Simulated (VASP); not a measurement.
Input of a VASP 6.6.1 run:

INCAR

```
SYSTEM = CO2
PREC = Accurate
ENCUT = 520
EDIFF = 1E-6
ISMEAR = 0
SIGMA = 0.05
LREAL = .False.
LASPH = .True.
NELM = 100
ALGO = Normal
ISIF = 2
LWAVE = .False.
LCHARG = .True.
GGA = PE
LELF = .True.
LVHAR = .True.
NBANDS = 44
```

File KPOINTS:

```
regular mesh
0
Gamma
  4 4 4
  0 0 0
```

File POSCAR:

```
CO2
1.0
    6.0577362522      0.0000000000     -0.4543302189
    0.0000000000      6.0577362522      0.0000000000
   -0.4543302189      0.0000000000      5.9365815272
C O
4 8
Direct
    0.0000000000      0.0000000000      0.0000000000
    0.5000000000      0.0000000000      0.5000000000
    0.5000000000      0.5000000000      0.0000000000
    0.0000000000      0.5000000000      0.5000000000
    0.1114834447      0.1114834447      0.1114834447
    0.3885165553      0.8885165553      0.6114834447
    0.6114834447      0.3885165553      0.8885165553
    0.8885165553      0.6114834447      0.3885165553
    0.8885165553      0.8885165553      0.8885165553
    0.6114834447      0.1114834447      0.3885165553
    0.3885165553      0.6114834447      0.1114834447
    0.1114834447      0.3885165553      0.6114834447
```

Potentials or basis: VASP PAW PBE potentials, release 64 (C, O).

Launch:

```console
$ cat potpaw_PBE.64/C/POTCAR potpaw_PBE.64/O/POTCAR > POTCAR
$ mpirun -np 1 vasp_std > vasp.out
```

Question: Predict the pressure.

Answer: 5.3 GPa.

Question: What does it give for the largest force?

Answer: 9.366 eV/Å.

Question: Estimate the band gap on the k mesh.

Answer: 6.54 eV.

Stress tensor (GPa, compression positive):
```
 4.70  0.00 14.88
 0.00  6.86  0.00
14.88  0.00  4.43
```

Caveat: the cell differs from its parent crystal (engineering shear strain xz -0.1500, normal strain along z -0.0200); the cell stands under pressure; this functional lacks dispersion, which holds the molecules together, so the pressure and a relaxed volume are unreliable; forces of over 1 eV/Å act on the atoms, so gaps and moduli don't describe the material at rest. A k mesh can miss the band edges.
